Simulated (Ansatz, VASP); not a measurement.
# Ag in VASP and in Ansatz

```
CELL_PARAMETERS angstrom
-1.70232 1.70232 1.44698
1.70232 -1.70232 1.44698
1.70232 1.70232 -1.44698
ATOMIC_POSITIONS crystal
Ag 0.00000 0.00000 0.00000
```

Alike in both runs: task single point; functional PBEsol; k mesh 28 × 28 × 28; occupations gaussian, width 0.15 eV; no spin polarisation.

```csv
,VASP,Ansatz
version,VASP 6.6.1,Ansatz 0.2.0
potentials or method,"VASP PAW PBE potentials, release 64 (Ag), cutoff 520 eV","scalar-relativistic, plane waves, PAW"
valence electrons in the cell,11,19
```

|  | VASP | Ansatz | Ansatz less VASP |
| --- | --- | --- | --- |
| gap on the k mesh at the Fermi level (eV) | none | none | - |
| pressure (GPa) | 0.3 | 0.5 | +0.21 |
| traceless stress, the component that is largest in VASP (GPa) | 1.22 | 1.23 | +0.010 |

VASP's potentials were made for PBE, not for PBEsol. A gap of «none» marks a metal or a gap that the smearing closes. VASP's potentials hold 11 valence electrons a cell and Ansatz's 19, so a difference there can come from the potentials and not from the codes.
